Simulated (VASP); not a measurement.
# MoS2 (Cm) in VASP: single point with PBEsol

Aim: the single point of MoS2 with PBEsol.

Program: VASP 6.6.1. These are calculated values, not measurements. Logs are shortened: lines on timing, memory, paths and dates and some standing lists are left out, and cuts for length are marked.

### 1 The cell of the first run

Symmetry: Cm, No. 8, monoclinic system. Conventional cell: a = 5.381 Å, b = 3.272 Å, c = 6.804 Å, α = 90.00°, β = 105.09°, γ = 90.00°. Within 3.1 Å of Mo (site symmetry m) lie 6 S at 2.38 to 2.41 Å. S (site symmetry m) has 3 Mo at 2.38 to 2.41 Å and 1 S at 3.08 Å within 3.1 Å. Within 3.1 Å of S (site symmetry m) lie 3 Mo at 2.38 to 2.41 Å and 1 S at 3.08 Å.

### 2 Single point, PBEsol

Input file INCAR:

```
PREC = Accurate
ENCUT = 520
EDIFF = 1E-6
ISMEAR = 0
SIGMA = 0.02
LREAL = F
LASPH = T
NELM = 100
ALGO = Normal
ISIF = 2
LWAVE = F
LCHARG = F
GGA = PS
ISYM = 0
NBANDS = 20
```

Input file KPOINTS:

```
Automatic mesh
0
Gamma
  8 4 10
```

Input file POSCAR:

```
MoS2
1.0
    3.2720590757     -0.0000001721     -0.0000532816
   -1.6360298867      6.6327023937     -0.0428204134
    1.6359878033      0.3899098051      2.6620424266
Mo S
1 2
Direct
    0.3311229241      0.0000712913      0.3378199916
    0.5103764658      0.7652542176      0.7445090259
    0.8253006100      0.2348744909      0.5842709825
```

Potentials or basis: VASP PAW PBE potentials, release 64 (Mo_sv, S).

Command:

```
$ cat potpaw_PBE.64/Mo_sv/POTCAR potpaw_PBE.64/S/POTCAR > POTCAR
$ mpirun -np 1 vasp_std > vasp.out
```

OUTCAR:

```text
PREC = Accurate
   ENCUT = 520
   EDIFF = 1E-6
   ISMEAR = 0
   LREAL = F
   LASPH = T
   NELM = 100
   ISIF = 2
   GGA = PS
   ISYM = 0

 ion  position               nearest neighbor table
   1  0.331  0.000  0.338-   3 2.38   2 2.38   2 2.41   2 2.41   3 2.41   3 2.41
   2  0.510  0.765  0.745-   1 2.38   1 2.41   1 2.41
   3  0.825  0.235  0.584-   1 2.38   1 2.41   1 2.41

IMPORTANT INFORMATION: All symmetrisations will be switched off!
NOSYMM: (Re-)initialisation of all symmetry stuff for point group C_1.

----------------------------------------------------------------------------------------

                                     Primitive cell

  volume of cell :      57.8285

  direct lattice vectors                    reciprocal lattice vectors
     3.272059076 -0.000000172 -0.000053282     0.305614723  0.074100654 -0.198672465
    -1.636029887  6.632702394 -0.042820413    -0.000000351  0.150625592 -0.022061940
     1.635987803  0.389909805  2.662042427     0.000006111  0.002424378  0.375292558

  length of vectors
     3.272059076  6.831629997  3.148802253     0.371970448  0.152232710  0.375300389

  position of ions in fractional coordinates (direct lattice)
     0.331122924  0.000071291  0.337819992
     0.510376466  0.765254218  0.744509026
     0.825300610  0.234874491  0.584270983

  ion indices of the primitive-cell ions
   primitive index   ion index
                 1           1
                 2           2
                 3           3

----------------------------------------------------------------------------------------

 KPOINTS: Automatic mesh

Automatic generation of k-mesh.
 Grid dimensions read from file:
 generate k-points for:    8    4   10

 Generating k-lattice:

  Cartesian coordinates                     Fractional coordinates (reciprocal lattice)
     0.038201840  0.009262582 -0.024834058     0.125000000 -0.000000000  0.000000000
    -0.000000088  0.037656398 -0.005515485    -0.000000000  0.250000000  0.000000000
     0.000000611  0.000242438  0.037529256     0.000000000  0.000000000  0.100000000

  Length of vectors
     0.046496306  0.038058178  0.037530039

  Shift w.r.t. Gamma in fractional coordinates (k-lattice)
     0.000000000  0.000000000  0.000000000

 Subroutine IBZKPT returns following result:
 ===========================================

 Found    164 irreducible k-points:

 Following reciprocal coordinates:
            Coordinates               Weight
  0.000000  0.000000  0.000000      1.000000
  0.125000  0.000000  0.000000      2.000000
  0.250000  0.000000  0.000000      2.000000
  0.375000  0.000000  0.000000      2.000000
  0.500000  0.000000  0.000000      1.000000
 -0.000000  0.250000  0.000000      2.000000
[... 16 lines left out ...]
  0.500000  0.000000  0.100000      2.000000
 -0.375000  0.000000  0.100000      2.000000
 [... further k-points ...]
   k-points           NKPTS =    164   k-points in BZ     NKDIM =    164   number of bands    NBANDS=     20
   number of dos      NEDOS =    301   number of ions     NIONS =      3
   total plane-waves  NPLWV =  31104
   dimension x,y,z NGX =    24 NGY =   54 NGZ =   24
   dimension x,y,z NGXF=    48 NGYF=  108 NGZF=   48
   ions per type =               1   2
   NGX,Y,Z   is equivalent  to a cutoff of  12.19, 13.14, 12.67 a.u.
   NGXF,Y,Z  is equivalent  to a cutoff of  24.39, 26.28, 25.34 a.u.
 SYSTEM =  unknown system
   PREC   = accura    normal or accurate (medium, high low for compatibility)
   ISTART =      0    job   : 0-new  1-cont  2-samecut
   ICHARG =      2    charge: 1-file 2-atom 10-const
   ISPIN  =      1    spin polarized calculation?
   LNONCOLLINEAR =      F non collinear calculations
   LSORBIT =      F    spin-orbit coupling
   LASPH  =      T    aspherical Exc in radial PAW
   ENCUT  =  520.0 eV  38.22 Ry    6.18 a.u.   6.08 12.70  5.85*2*pi/ulx,y,z
   NELM   =    100;   NELMIN=  2; NELMDL= -5     # of ELM steps
   EDIFF  = 0.1E-05   stopping-criterion for ELM
   LREAL  =      F    real-space projection
   EDIFFG = 0.1E-04   stopping-criterion for IOM
   NSW    =      0    number of steps for IOM
   IBRION =     -1    ionic relax: 0-MD 1-quasi-New 2-CG
   NFREE  =      0    steps in history (QN), initial steepest desc. (CG)
   ISIF   =      2    stress and relaxation
   ISYM   =      0    0-nonsym 1-usesym 2-fastsym
   POTIM  = 0.5000    time-step for ionic-motion
   TEBEG  =    0.0;   TEEND  =   0.0 temperature during run
   PSTRESS=    0.0 pullay stress
   NELECT =      26.0000    total number of electrons
   NUPDOWN=      -1.0000    fix difference up-down
   EMIN   =  10.00;   EMAX   =-10.00  energy-range for DOS
   EFERMI =   0.00;   METHOD = LEGACY
   ISMEAR =     0;   SIGMA  =   0.02  broadening in eV -4-tet -1-fermi 0-gaus
   EFERMI_NEDOS =   21; number of points for ismear=-14 and -15
   IALGO  =     38    algorithm
   IMIX   =      4    mixing-type and parameters
     AMIX     =   0.40;   BMIX     =  1.00
     AMIX_MAG =   1.60;   BMIX_MAG =  1.00
  volume/ion in A,a.u.               =      19.28       130.08
  Fermi-wavevector in a.u.,A,eV,Ry     =   1.254157  2.370014 21.400751  1.572911
  Thomas-Fermi vector in A             =   2.387976
   LORBIT       =      0    0 simple, 1 ext, 2 COOP (PROOUT), +10 PAW based schemes
   GGA     = PS    functional components
   LHFCALC =     F    Hartree Fock is set to
   AEXX    =    0.0000 exact exchange contribution
   IVDW    =     0    specifies the selected vdW correction
   LEPSILON=     F    determine dielectric tensor
   LRPA    =     F    only Hartree local field effects (RPA)
 non-spin polarized calculation
 Gauss-broadening in eV      SIGMA  =   0.02
  energy-cutoff  :      520.00
  volume of cell :       57.83
 maximum number of plane-waves:      1573
   NGX = 13   NGY = 25   NGZ = 11

 number of electron      25.9999999 magnetization

 Free energy of the ion-electron system (eV)
  ---------------------------------------------------
  ext. energy  EPLUGINS =         0.00000000
  ---------------------------------------------------
  free energy    TOTEN  =       -23.39253007 eV

  energy without entropy =      -23.39253007  energy(sigma->0) =      -23.39253007

 E-fermi :   6.4260     XC(G=0): -10.4406

 val. band max:        6.3441751043   @ k =  -0.0000   0.5000   0.0000
 cond. band min:       7.4030506914   @ k =  -0.3750   0.5000   0.3000
 fundamental gap:      1.0588755871
 Fermi energy:         6.4259613259

 k-point     1 :       0.0000    0.0000    0.0000
  band No.  band energies     occupation
      1     -54.9437      2.00000
      2     -29.1259      2.00000
      3     -28.9535      2.00000
      4     -28.8786      2.00000
      5      -8.3627      2.00000
      6      -6.8358      2.00000
[... 12 lines left out ...]
     19      13.8650      0.00000
     20      14.6427      0.00000

 k-point     2 :       0.1250    0.0000    0.0000
  band No.  band energies     occupation
      1     -54.9385      2.00000
      2     -29.1154      2.00000
      3     -28.9972      2.00000
      4     -28.9005      2.00000
      5      -8.1328      2.00000
      6      -6.7704      2.00000
[... 12 lines left out ...]
     19      14.1907      0.00000
     20      15.4984      0.00000

 k-point     3 :       0.2500    0.0000    0.0000
  band No.  band energies     occupation
      1     -54.9261      2.00000
      2     -29.1195      2.00000
      3     -29.0899      2.00000
      4     -28.9348      2.00000
      5      -7.5256      2.00000
      6      -6.5951      2.00000
[... 12 lines left out ...]
     19      14.6485      0.00000
     20      15.1308      0.00000

 k-point     4 :       0.3750    0.0000    0.0000
  band No.  band energies     occupation
      1     -54.9136      2.00000
      2     -29.2453      2.00000
      3     -29.0644      2.00000
      4     -28.9628      2.00000
      5      -6.8085      2.00000
      6      -6.3903      2.00000
[... 12 lines left out ...]
     19      13.5348      0.00000
     20      14.5544      0.00000

 k-point     5 :       0.5000    0.0000    0.0000
  band No.  band energies     occupation
      1     -54.9084      2.00000
      2     -29.2972      2.00000
      3     -29.0537      2.00000
      4     -28.9738      2.00000
      5      -6.4572      2.00000
      6      -6.2978      2.00000
[... 12 lines left out ...]
     19      13.6351      0.00000
     20      14.3353      0.00000

 k-point     6 :      -0.0000    0.2500    0.0000
  band No.  band energies     occupation
      1     -54.9437      2.00000
      2     -29.1259      2.00000
      3     -28.9535      2.00000
      4     -28.8786      2.00000
      5      -8.3123      2.00000
      6      -6.9279      2.00000
[... 12 lines left out ...]
     19      14.2301      0.00000
     20      14.7554      0.00000

 k-point     7 :       0.1250    0.2500    0.0000
  band No.  band energies     occupation
      1     -54.9385      2.00000
      2     -29.1154      2.00000
      3     -28.9972      2.00000
      4     -28.9005      2.00000
      5      -8.0624      2.00000
      6      -6.8893      2.00000
[... 12 lines left out ...]
     19      14.5719      0.00000
     20      15.6915      0.00000
[... 277 lines left out ...]
 k-point    20 :       0.1250    0.0000    0.1000
  band No.  band energies     occupation
      1     -54.9395      2.00000
      2     -29.1173      2.00000
      3     -28.9915      2.00000
      4     -28.8945      2.00000
      5      -8.1751      2.00000
      6      -6.7778      2.00000
[... 12 lines left out ...]
     19      14.1245      0.00000
     20      15.3846      0.00000

 k-point    21 :       0.2500   -0.0000    0.1000
  band No.  band energies     occupation
      1     -54.9304      2.00000
      2     -29.0983      2.00000
      3     -29.0758      2.00000
      4     -28.9276      2.00000
      5      -7.7249      2.00000
      6      -6.6547      2.00000
[... 12 lines left out ...]
     19      14.7547      0.00000
     20      15.4793      0.00000

 k-point    22 :       0.3750    0.0000    0.1000
  band No.  band energies     occupation
      1     -54.9175      2.00000
      2     -29.1911      2.00000
      3     -29.0720      2.00000
      4     -28.9723      2.00000
      5      -7.0325      2.00000
      6      -6.4499      2.00000
[... 12 lines left out ...]
     19      14.3618      0.00000
     20      14.9290      0.00000

 k-point    23 :       0.5000    0.0000    0.1000
  band No.  band energies     occupation
      1     -54.9084      2.00000
      2     -29.2747      2.00000
      3     -29.0538      2.00000
      4     -28.9975      2.00000
      5      -6.4774      2.00000
      6      -6.2827      2.00000
[... 12 lines left out ...]
     19      14.0129      0.00000
     20      14.9337      0.00000

 k-point    24 :      -0.3750    0.0000    0.1000
  band No.  band energies     occupation
      1     -54.9084      2.00000
      2     -29.2732      2.00000
      3     -29.0544      2.00000
      4     -28.9951      2.00000
      5      -6.5201      2.00000
      6      -6.2828      2.00000
[... 12 lines left out ...]
     19      13.9279      0.00000
     20      14.9188      0.00000

 [... further k-points ...]

------------------------ aborting loop because EDIFF is reached ----------------------------------------

  FORCE on cell =-STRESS in cart. coord.  units (eV):
  Direction    XX          YY          ZZ          XY          YZ          ZX
  --------------------------------------------------------------------------------------
  -------------------------------------------------------------------------------------
  Total       -2.5485136     -0.1680243      0.0251331      0.0001129      0.0086697     -0.0000847
  in kB      -70.6083142     -4.6552297      0.6963296      0.0031266      0.2401999     -0.0023460
  external PRESSURE =     -24.8557381 kB  Pullay stress =       0.0000000 kB

 VOLUME and BASIS-vectors are now :
 -----------------------------------------------------------------------------
  energy-cutoff  :      520.00
  volume of cell :       57.83
      direct lattice vectors                 reciprocal lattice vectors
     3.272059076 -0.000000172 -0.000053282     0.305614723  0.074100654 -0.198672465
    -1.636029887  6.632702394 -0.042820413    -0.000000351  0.150625592 -0.022061940
     1.635987803  0.389909805  2.662042427     0.000006111  0.002424378  0.375292558

 POSITION                                       TOTAL-FORCE (eV/Angst)
 -----------------------------------------------------------------------------------
      1.63601      0.13219      0.89927         0.000112     -0.000736     -0.008806
      1.63601      5.36599      1.94912        -0.000103     -0.003790      0.004438
      3.27203      1.78567      1.54525        -0.000009      0.004526      0.004369
 -----------------------------------------------------------------------------------
    total drift:                                0.000116     -0.000019     -0.000010

  FREE ENERGIE OF THE ION-ELECTRON SYSTEM (eV)
  ---------------------------------------------------
  free  energy   TOTEN  =       -23.3925300716 eV

  energy  without entropy=      -23.3925300715  energy(sigma->0) =      -23.39253007
```

It took 99 s on 1 thread of Intel Xeon Platinum 8259CL at 2.50GHz (Skylake/Cascade Lake), shared host; peak memory 0.3 GiB.

What came out:

```yaml
Free_energy: -23.3925 eV
Pressure: -2.5 GPa
Largest_force: 0.009 eV/Å
Band_gap_on_the_k_mesh: 1.06 eV, indirect (least direct gap 1.65 eV)
```

Forces on the atoms (eV/Å):
```
Mo   0.000 -0.001 -0.009
S    0.000 -0.004  0.004
S    0.000  0.005  0.004
```

Caveat: the PAW data sets were made with another functional, which shifts forces and pressure a little; this functional lacks dispersion, which binds the layers, so the pressure and a relaxed spacing across them are unreliable. Expect the measured gap to be larger: semilocal functionals such as PBEsol lack the derivative discontinuity.
